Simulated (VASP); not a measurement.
Set up this calculation in VASP 6.6.1, as the native input.

- Task: single point
- Functional: PBE
- Potentials or basis: VASP PAW PBE potentials, release 64 (Ni)
- Cutoff: 520 eV
- k mesh: 14 × 14 × 14
- Occupations: methfessel-paxton, width 0.3 eV
- Spin: collinear spin, ferromagnetic start
- Starting moments: [1.5] μB
- Dipole correction: no
- Further INCAR settings: ALGO = Normal; EDIFF = 1e-07; NBANDS = 15

The structure of Ni lies in POSCAR:

```
Ni
1.0
    0.0000000000      1.7501145430      1.7501145430
    1.7501145430      0.0000000000      1.7501145430
    1.7501145430      1.7501145430      0.0000000000
Ni
1
Direct
    0.0000000000      0.0000000000      0.0000000000
```

These files were run (other wordings do the same):

INCAR

```
SYSTEM = Ni
  PREC = Accurate
  ENCUT = 520
  EDIFF = 1E-7
  ISMEAR = 1
  SIGMA = 0.3
  LREAL = .FALSE.
  LASPH = .TRUE.
  NELM = 150
  ALGO = Normal
  ISIF = 2
  LWAVE = .FALSE.
  LCHARG = .FALSE.
  ISPIN = 2
  MAGMOM = 1.5
  LORBIT = 11
  LMAXMIX = 4
  GGA = PE
  NBANDS = 15
```

KPOINTS

```
regular mesh
0
G
  14 14 14
  0 0 0
```

Potentials or basis: VASP PAW PBE potentials, release 64 (Ni).

Run with:

```console
$ cat potpaw_PBE.64/Ni/POTCAR > POTCAR
$ mpirun -np 1 vasp_std > vasp.out
```

It gave:

```
Pressure                                              : 3.1 GPa
Net moment                                            : 0.60 μB per cell
Site moments                                          : Ni +0.61 μB
Valence electrons inside the program's atomic spheres : Ni 9.34
```

Wall time 15 s on 1 thread of Intel(R) Xeon(R) 6975P-C (Granite Rapids), on a shared host, peak memory 0.14 GiB.
